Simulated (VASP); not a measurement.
# SnTe (I4/mmm) in VASP: further runs

SnTe is run at these levels: PBE; tasks: single point.

All numbers are computed with VASP 6.6.1; they aren't measurements. Logs are shortened: lines on timing, memory, paths and dates and some standing lists are left out, and cuts for length are marked.

### 1 The cell of the first run

Symmetry: I4/mmm, No. 139, tetragonal system. The conventional cell has a = 4.330 Å, b = 4.330 Å, c = 6.313 Å, α = 90.00°, β = 90.00°, γ = 90.00°. Within 4.0 Å of Sn (site symmetry 4/mmm) lie 6 Te at 3.06 to 3.16 Å. Te (site symmetry 4/mmm) has 6 Sn at 3.06 to 3.16 Å within 4.0 Å.

### 2 Single point, PBE (strain -0.0300 x Voigt [1, 1, 0, 0, 0, 0])

INCAR

```
SYSTEM = SnTe
  ALGO = Normal
  EDIFF = 1E-6
  ENCUT = 520
  GGA = PE
  ISIF = 2
  ISMEAR = 0
  LASPH = .True.
  LCHARG = .True.
  LELF = .True.
  LREAL = .False.
  LVHAR = .True.
  LWAVE = .False.
  NBANDS = 17
  NELM = 60
  PREC = Accurate
  SIGMA = 0.03
```

KPOINTS

```
k-points
0
Gamma
  10 10 10
  0 0 0
```

POSCAR

```
SnTe
1.0
    0.0000000000      3.0618050000      3.1565000000
    3.0618050000      0.0000000000      3.1565000000
    3.0618050000      3.0618050000      0.0000000000
Sn Te
1 1
Direct
    0.0000000000      0.0000000000      0.0000000000
    0.5000000000      0.5000000000      0.5000000000
```

Potentials or basis: VASP PAW PBE potentials, release 64 (Sn_d, Te).

Command:

```sh
> cat potpaw_PBE.64/Sn_d/POTCAR potpaw_PBE.64/Te/POTCAR > POTCAR
> mpirun -np 1 vasp_std > vasp.out
```

OUTCAR:

```text
SYSTEM = SnTe
   EDIFF = 1E-6
   ENCUT = 520
   GGA = PE
   ISIF = 2
   ISMEAR = 0
   LASPH = .True.
   LREAL = .False.
   NELM = 60
   PREC = Accurate

 ion  position               nearest neighbor table
   1  0.000  0.000  0.000-   2 3.06   2 3.06   2 3.06   2 3.06   2 3.16   2 3.16
   2  0.500  0.500  0.500-   1 3.06   1 3.06   1 3.06   1 3.06   1 3.16   1 3.16

  LATTYP: Found a body centered tetragonal cell.
 ALAT       =     4.3300461563
 C/A-ratio  =     1.4579521262

  Lattice vectors:

 A1 = (  -3.0618050000,   0.0000000000,   3.1565000000)
 A2 = (   3.0618050000,   0.0000000000,   3.1565000000)
 A3 = (   0.0000000000,   3.0618050000,  -3.1565000000)

Analysis of symmetry for initial positions (statically):
=====================================================================
 Subroutine PRICEL returns:
 Original cell was already a primitive cell.

 Routine SETGRP: Setting up the symmetry group for a
 body centered tetragonal supercell.

 Subroutine GETGRP returns: Found 16 space group operations
 (whereof 16 operations were pure point group operations)
 out of a pool of 16 trial point group operations.

The static configuration has the point symmetry D_4h.

Analysis of symmetry for dynamics (positions and initial velocities):
=====================================================================
 Subroutine PRICEL returns:
 Original cell was already a primitive cell.

 Routine SETGRP: Setting up the symmetry group for a
 body centered tetragonal supercell.

 Subroutine GETGRP returns: Found 16 space group operations
 (whereof 16 operations were pure point group operations)
 out of a pool of 16 trial point group operations.

The dynamic configuration has the point symmetry D_4h.

 Subroutine INISYM returns: Found 16 space group operations
 (whereof 16 operations are pure point group operations),
 and found     1 'primitive' translations

----------------------------------------------------------------------------------------

                                     Primitive cell

  volume of cell :      59.1822

  direct lattice vectors                    reciprocal lattice vectors
     0.000000000  3.061805000  3.156500000    -0.163302366  0.163302366  0.158403295
     3.061805000  0.000000000  3.156500000     0.163302366 -0.163302366  0.158403295
     3.061805000  3.061805000  0.000000000     0.163302366  0.163302366 -0.158403295

  length of vectors
     4.397515447  4.397515447  4.330046156     0.280048084  0.280048084  0.280048084

  position of ions in fractional coordinates (direct lattice)
     0.000000000  0.000000000  0.000000000
     0.500000000  0.500000000  0.500000000

  ion indices of the primitive-cell ions
   primitive index   ion index
                 1           1
                 2           2

----------------------------------------------------------------------------------------

 KPOINTS: k-points

Automatic generation of k-mesh.
 Grid dimensions read from file:
 generate k-points for:   10   10   10

 Generating k-lattice:

  Cartesian coordinates                     Fractional coordinates (reciprocal lattice)
    -0.016330237  0.016330237  0.015840329     0.100000000 -0.000000000  0.000000000
     0.016330237 -0.016330237  0.015840329    -0.000000000  0.100000000  0.000000000
     0.016330237  0.016330237 -0.015840329     0.000000000  0.000000000  0.100000000

  Length of vectors
     0.028004808  0.028004808  0.028004808

  Shift w.r.t. Gamma in fractional coordinates (k-lattice)
     0.000000000  0.000000000  0.000000000

 Subroutine IBZKPT returns following result:
 ===========================================

 Found    102 irreducible k-points:

 Following reciprocal coordinates:
            Coordinates               Weight
  0.000000  0.000000  0.000000      1.000000
  0.100000 -0.000000  0.000000      8.000000
  0.200000 -0.000000  0.000000      8.000000
  0.300000  0.000000  0.000000      8.000000
  0.400000  0.000000  0.000000      8.000000
  0.500000  0.000000  0.000000      4.000000
[... 16 lines left out ...]
  0.300000  0.300000  0.000000      2.000000
  0.400000  0.300000  0.000000      8.000000
 [... further k-points ...]
   k-points           NKPTS =    102   k-points in BZ     NKDIM =    102   number of bands    NBANDS=     17
   number of dos      NEDOS =    301   number of ions     NIONS =      2
   total plane-waves  NPLWV =  41472
   dimension x,y,z NGX =    36 NGY =   36 NGZ =   32
   dimension x,y,z NGXF=    72 NGYF=   72 NGZF=   64
   ions per type =               1   1
   NGX,Y,Z   is equivalent  to a cutoff of  13.61, 13.61, 12.29 a.u.
   NGXF,Y,Z  is equivalent  to a cutoff of  27.22, 27.22, 24.57 a.u.
 SYSTEM =  SnTe
   PREC   = accura    normal or accurate (medium, high low for compatibility)
   ISTART =      0    job   : 0-new  1-cont  2-samecut
   ICHARG =      2    charge: 1-file 2-atom 10-const
   ISPIN  =      1    spin polarized calculation?
   LNONCOLLINEAR =      F non collinear calculations
   LSORBIT =      F    spin-orbit coupling
   LASPH  =      T    aspherical Exc in radial PAW
   ENCUT  =  520.0 eV  38.22 Ry    6.18 a.u.   8.18  8.18  8.05*2*pi/ulx,y,z
   NELM   =     60;   NELMIN=  2; NELMDL= -5     # of ELM steps
   EDIFF  = 0.1E-05   stopping-criterion for ELM
   LREAL  =      F    real-space projection
   EDIFFG = 0.1E-04   stopping-criterion for IOM
   NSW    =      0    number of steps for IOM
   IBRION =     -1    ionic relax: 0-MD 1-quasi-New 2-CG
   NFREE  =      0    steps in history (QN), initial steepest desc. (CG)
   ISIF   =      2    stress and relaxation
   ISYM   =      2    0-nonsym 1-usesym 2-fastsym
   POTIM  = 0.5000    time-step for ionic-motion
   TEBEG  =    0.0;   TEEND  =   0.0 temperature during run
   PSTRESS=    0.0 pullay stress
   NELECT =      20.0000    total number of electrons
   NUPDOWN=      -1.0000    fix difference up-down
   EMIN   =  10.00;   EMAX   =-10.00  energy-range for DOS
   EFERMI =   0.00;   METHOD = LEGACY
   ISMEAR =     0;   SIGMA  =   0.03  broadening in eV -4-tet -1-fermi 0-gaus
   EFERMI_NEDOS =   21; number of points for ismear=-14 and -15
   IALGO  =     38    algorithm
   IMIX   =      4    mixing-type and parameters
     AMIX     =   0.40;   BMIX     =  1.00
     AMIX_MAG =   1.60;   BMIX_MAG =  1.00
  volume/ion in A,a.u.               =      29.59       199.69
  Fermi-wavevector in a.u.,A,eV,Ry     =   1.140305  2.154865 17.691609  1.300297
  Thomas-Fermi vector in A             =   2.277008
   LORBIT       =      0    0 simple, 1 ext, 2 COOP (PROOUT), +10 PAW based schemes
   GGA     = PE    functional components
   LHFCALC =     F    Hartree Fock is set to
   AEXX    =    0.0000 exact exchange contribution
   IVDW    =     0    specifies the selected vdW correction
   LEPSILON=     F    determine dielectric tensor
   LRPA    =     F    only Hartree local field effects (RPA)
 non-spin polarized calculation
 Gauss-broadening in eV      SIGMA  =   0.03
  energy-cutoff  :      520.00
  volume of cell :       59.18
 maximum number of plane-waves:      1612
 NGX is ok and might be reduce to    36
   NGX = 17   NGY = 17   NGZ = 17

 number of electron      20.0000001 magnetization

 Free energy of the ion-electron system (eV)
  ---------------------------------------------------
  ext. energy  EPLUGINS =         0.00000000
  ---------------------------------------------------
  free energy    TOTEN  =        -7.44378529 eV

  energy without entropy =       -7.44378529  energy(sigma->0) =       -7.44378529

 E-fermi :   7.7207     XC(G=0):  -9.7446

 val. band max:        7.5915679294   @ k =   0.5000   0.0000   0.0000
 cond. band min:       7.8806421478   @ k =  -0.4000   0.1000   0.2000
 fundamental gap:      0.2890742184
 Fermi energy:         7.7207241480

 k-point     1 :       0.0000    0.0000    0.0000
  band No.  band energies     occupation
      1     -14.2645      2.00000
      2     -14.2559      2.00000
      3     -14.2528      2.00000
      4     -14.2528      2.00000
      5     -14.2463      2.00000
      6      -5.5633      2.00000
[... 9 lines left out ...]
     16      12.3990      0.00000
     17      14.2363      0.00000

 k-point     2 :       0.1000   -0.0000    0.0000
  band No.  band energies     occupation
      1     -14.2649      2.00000
      2     -14.2567      2.00000
      3     -14.2525      2.00000
      4     -14.2521      2.00000
      5     -14.2457      2.00000
      6      -5.4714      2.00000
[... 9 lines left out ...]
     16      12.6092      0.00000
     17      14.8936      0.00000

 k-point     3 :       0.2000   -0.0000    0.0000
  band No.  band energies     occupation
      1     -14.2660      2.00000
      2     -14.2589      2.00000
      3     -14.2519      2.00000
      4     -14.2500      2.00000
      5     -14.2438      2.00000
      6      -5.2045      2.00000
[... 9 lines left out ...]
     16      13.1880      0.00000
     17      16.3416      0.00000

 k-point     4 :       0.3000    0.0000    0.0000
  band No.  band energies     occupation
      1     -14.2677      2.00000
      2     -14.2616      2.00000
      3     -14.2511      2.00000
      4     -14.2474      2.00000
      5     -14.2411      2.00000
      6      -4.7983      2.00000
[... 9 lines left out ...]
     16      14.1124      0.00000
     17      18.0642      0.00000
[... 343 lines left out ...]
      1     -14.2671      2.00000
      2     -14.2627      2.00000
      3     -14.2516      2.00000
      4     -14.2481      2.00000
      5     -14.2388      2.00000
      6      -4.6428      2.00000
[... 9 lines left out ...]
     16      15.4255      0.00000
     17      16.2740      0.00000

 k-point    23 :       0.3000    0.3000    0.0000
  band No.  band energies     occupation
      1     -14.2780      2.00000
      2     -14.2526      2.00000
      3     -14.2493      2.00000
      4     -14.2445      2.00000
      5     -14.2445      2.00000
      6      -4.6284      2.00000
[... 9 lines left out ...]
     16      16.1486      0.00000
     17      16.1486      0.00000

 k-point    24 :       0.4000    0.3000    0.0000
  band No.  band energies     occupation
      1     -14.2804      2.00000
      2     -14.2530      2.00000
      3     -14.2491      2.00000
      4     -14.2431      2.00000
      5     -14.2426      2.00000
      6      -4.3242      2.00000
[... 9 lines left out ...]
     16      17.0154      0.00000
     17      17.2626      0.00000

 [... further k-points ...]

------------------------ aborting loop because EDIFF is reached ----------------------------------------

  FORCE on cell =-STRESS in cart. coord.  units (eV):
  Direction    XX          YY          ZZ          XY          YZ          ZX
  --------------------------------------------------------------------------------------
  -------------------------------------------------------------------------------------
  Total        2.6600988      2.6600988      0.8532724      0.0000000      0.0000000     -0.0000000
  in kB       72.0140949     72.0140949     23.0997586      0.0000000      0.0000000     -0.0000000
  external PRESSURE =      55.7093161 kB  Pullay stress =       0.0000000 kB

 VOLUME and BASIS-vectors are now :
 -----------------------------------------------------------------------------
  energy-cutoff  :      520.00
  volume of cell :       59.18
      direct lattice vectors                 reciprocal lattice vectors
     0.000000000  3.061805000  3.156500000    -0.163302366  0.163302366  0.158403295
     3.061805000  0.000000000  3.156500000     0.163302366 -0.163302366  0.158403295
     3.061805000  3.061805000  0.000000000     0.163302366  0.163302366 -0.158403295

 POSITION                                       TOTAL-FORCE (eV/Angst)
 -----------------------------------------------------------------------------------
      0.00000      0.00000      0.00000        -0.000000     -0.000000     -0.000000
      3.06181      3.06181      3.15650         0.000000      0.000000      0.000000
 -----------------------------------------------------------------------------------
    total drift:                               -0.000000      0.000000      0.000000

  FREE ENERGIE OF THE ION-ELECTRON SYSTEM (eV)
  ---------------------------------------------------
  free  energy   TOTEN  =        -7.4437852939 eV

  energy  without entropy=       -7.4437852939  energy(sigma->0) =       -7.44378529
```

Wall time 77 s (1 thread of AMD EPYC 9R45 (Zen 5), shared host); peak memory 0.23 GiB.

Results:

| Item | Value |
| --- | --- |
| Free energy | -7.4438 eV |
| Pressure | 5.6 GPa |
| Band gap on the k mesh | 0.29 eV (least direct gap 0.35 eV) |

Caveat: the cell differs from its parent crystal (strain -0.0300 x Voigt [1, 1, 0, 0, 0, 0]); the cell stands under pressure; spin-orbit coupling is left out, which moves the levels of the heavy elements.

### 3 Single point, PBE (strain -0.0200 x Voigt [1, 1, 0, 0, 0, 0])

INCAR

```
SYSTEM = SnTe
PREC = Accurate
ENCUT = 520
EDIFF = 1E-6
ISMEAR = 0
SIGMA = 0.03
LREAL = .False.
LASPH = .True.
NELM = 100
ALGO = Normal
ISIF = 2
LWAVE = .False.
LCHARG = .False.
GGA = PE
NBANDS = 17
```

KPOINTS

```
Automatic mesh
0
Gamma
  10 10 10
  0 0 0
```

POSCAR

```
SnTe
1.0
    0.0000000000      3.0933700000      3.1565000000
    3.0933700000      0.0000000000      3.1565000000
    3.0933700000      3.0933700000      0.0000000000
Sn Te
1 1
Direct
    0.0000000000      0.0000000000      0.0000000000
    0.5000000000      0.5000000000      0.5000000000
```

Potentials or basis: VASP PAW PBE potentials, release 64 (Sn_d, Te).

Command:

```sh
> cat potpaw_PBE.64/Sn_d/POTCAR potpaw_PBE.64/Te/POTCAR > POTCAR
> mpirun -np 1 vasp_std > vasp.out
```

OUTCAR:

```text
SYSTEM = SnTe
   PREC = Accurate
   ENCUT = 520
   EDIFF = 1E-6
   ISMEAR = 0
   LREAL = .False.
   LASPH = .True.
   NELM = 100
   ISIF = 2
   GGA = PE

 ion  position               nearest neighbor table
   1  0.000  0.000  0.000-   2 3.09   2 3.09   2 3.09   2 3.09   2 3.16   2 3.16
   2  0.500  0.500  0.500-   1 3.09   1 3.09   1 3.09   1 3.09   1 3.16   1 3.16

  LATTYP: Found a body centered tetragonal cell.
 ALAT       =     4.3746858074
 C/A-ratio  =     1.4430750636

  Lattice vectors:

 A1 = (  -3.0933700000,   0.0000000000,   3.1565000000)
 A2 = (   3.0933700000,   0.0000000000,   3.1565000000)
 A3 = (   0.0000000000,   3.0933700000,  -3.1565000000)

Analysis of symmetry for initial positions (statically):
=====================================================================
 Subroutine PRICEL returns:
 Original cell was already a primitive cell.

 Routine SETGRP: Setting up the symmetry group for a
 body centered tetragonal supercell.

 Subroutine GETGRP returns: Found 16 space group operations
 (whereof 16 operations were pure point group operations)
 out of a pool of 16 trial point group operations.

The static configuration has the point symmetry D_4h.

[... 161 lines left out ...]
 E-fermi :   7.4909     XC(G=0):  -9.6520

 val. band max:        7.3713778827   @ k =   0.5000   0.0000   0.0000
 cond. band min:       7.6076541043   @ k =   0.5000   0.0000   0.0000
 fundamental gap:      0.2362762216
 Fermi energy:         7.4909199848

 k-point     1 :       0.0000    0.0000    0.0000
  band No.  band energies     occupation
      1     -14.5187      2.00000
      2     -14.5125      2.00000
      3     -14.5092      2.00000
      4     -14.5092      2.00000
      5     -14.5043      2.00000
      6      -5.6679      2.00000
[... 457 lines left out ...]
      4     -14.5001      2.00000
      5     -14.4996      2.00000
      6      -4.4485      2.00000
[... 9 lines left out ...]
     16      16.7467      0.00000
     17      17.0164      0.00000

 [... further k-points ...]

------------------------ aborting loop because EDIFF is reached ----------------------------------------

  FORCE on cell =-STRESS in cart. coord.  units (eV):
  Direction    XX          YY          ZZ          XY          YZ          ZX
  --------------------------------------------------------------------------------------
  -------------------------------------------------------------------------------------
  Total        1.9733623      1.9733623      0.8258030      0.0000000      0.0000000     -0.0000000
  in kB       52.3380904     52.3380904     21.9021895      0.0000000      0.0000000     -0.0000000
  external PRESSURE =      42.1927901 kB  Pullay stress =       0.0000000 kB

 VOLUME and BASIS-vectors are now :
 -----------------------------------------------------------------------------
  energy-cutoff  :      520.00
  volume of cell :       60.41
      direct lattice vectors                 reciprocal lattice vectors
     0.000000000  3.093370000  3.156500000    -0.161636015  0.161636015  0.158403295
     3.093370000  0.000000000  3.156500000     0.161636015 -0.161636015  0.158403295
     3.093370000  3.093370000  0.000000000     0.161636015  0.161636015 -0.158403295

 POSITION                                       TOTAL-FORCE (eV/Angst)
 -----------------------------------------------------------------------------------
      0.00000      0.00000      0.00000         0.000000     -0.000000      0.000000
      3.09337      3.09337      3.15650        -0.000000      0.000000     -0.000000
 -----------------------------------------------------------------------------------
    total drift:                               -0.000000      0.000000      0.000000

  FREE ENERGIE OF THE ION-ELECTRON SYSTEM (eV)
  ---------------------------------------------------
  free  energy   TOTEN  =        -7.4914473986 eV

  energy  without entropy=       -7.4914473985  energy(sigma->0) =       -7.49144740
```

It took 69 s on 1 thread of AMD EPYC 9R45 (Zen 5), shared host; peak memory 0.24 GiB.

What came out:

* Free energy: -7.4914 eV
* Pressure: 4.2 GPa
* Band gap on the k mesh: 0.24 eV

Levels at points of the mesh, in eV from the valence-band top:
| k point | band 8 | band 9 | band 10 | band 11 | band 12 | band 13 |
| --- | --- | --- | --- | --- | --- | --- |
| (0.00, 0.00, 0.00) | -2.28 | -2.28 | -2.06 | 3.13 | 3.63 | 3.63 |
| (0.50, 0.00, 0.00) | -1.89 | -1.83 | 0.00 | 0.24 | 0.33 | 0.39 |
| (0.50, 0.50, 0.00) | -5.77 | -3.85 | -3.85 | 2.10 | 5.20 | 5.20 |
| (0.50, 0.00, 0.50) | -5.82 | -4.02 | -3.79 | 2.05 | 4.84 | 5.39 |

Caveat: the cell differs from its parent crystal (strain -0.0200 x Voigt [1, 1, 0, 0, 0, 0]); the cell stands under pressure; spin-orbit coupling is left out, which moves the levels of the heavy elements. A k mesh can miss the band edges.

### 4 Single point, PBE (strain -0.0100 x Voigt [1, 1, 0, 0, 0, 0])

INCAR: that of step 3 with these lines changed.

```diff
@@ -8,3 +8,3 @@
 LASPH = .True.
-NELM = 100
+NELM = 80
 ALGO = Normal
```

KPOINTS is that of step 3.

POSCAR

```
SnTe
1.0
    0.0000000000      3.1249350000      3.1565000000
    3.1249350000      0.0000000000      3.1565000000
    3.1249350000      3.1249350000      0.0000000000
Sn Te
1 1
Direct
    0.0000000000      0.0000000000      0.0000000000
    0.5000000000      0.5000000000      0.5000000000
```

Command:

```sh
> cat potpaw_PBE.64/Sn_d/POTCAR potpaw_PBE.64/Te/POTCAR > POTCAR
> mpirun -np 1 vasp_std > vasp.out
```

Run time: 75 s. Hardware: 1 thread of AMD EPYC 9R45 (Zen 5), shared host; peak memory 0.24 GiB.

The run converged. Its results:

```yaml
Free_energy: -7.5254 eV
Pressure: 3.0 GPa
Band_gap_on_the_k_mesh: 0.15 eV
```

Stress tensor (GPa, compression positive):
```
3.48 0.00 0.00
0.00 3.48 0.00
0.00 0.00 2.06
```

Levels at points of the mesh, in eV from the valence-band top:
| k point | band 7 | band 8 | band 9 | band 10 | band 11 | band 12 | band 13 | band 14 |
| --- | --- | --- | --- | --- | --- | --- | --- | --- |
| (0.00, 0.00, 0.00) | -4.61 | -2.22 | -2.22 | -2.11 | 3.22 | 3.47 | 3.47 | 4.68 |
| (0.50, 0.00, 0.00) | -8.42 | -1.86 | -1.83 | 0.00 | 0.15 | 0.33 | 0.37 | 7.82 |
| (0.50, 0.50, 0.00) | -6.43 | -5.67 | -3.80 | -3.80 | 2.14 | 5.03 | 5.03 | 6.40 |
| (0.50, 0.00, 0.50) | -6.50 | -5.69 | -3.88 | -3.77 | 2.11 | 4.85 | 5.12 | 6.56 |

Caveat: the cell differs from its parent crystal (strain -0.0100 x Voigt [1, 1, 0, 0, 0, 0]); the cell stands under pressure; spin-orbit coupling is left out, which moves the levels of the heavy elements. A k mesh can miss the band edges.

[end of part 1 of 2]
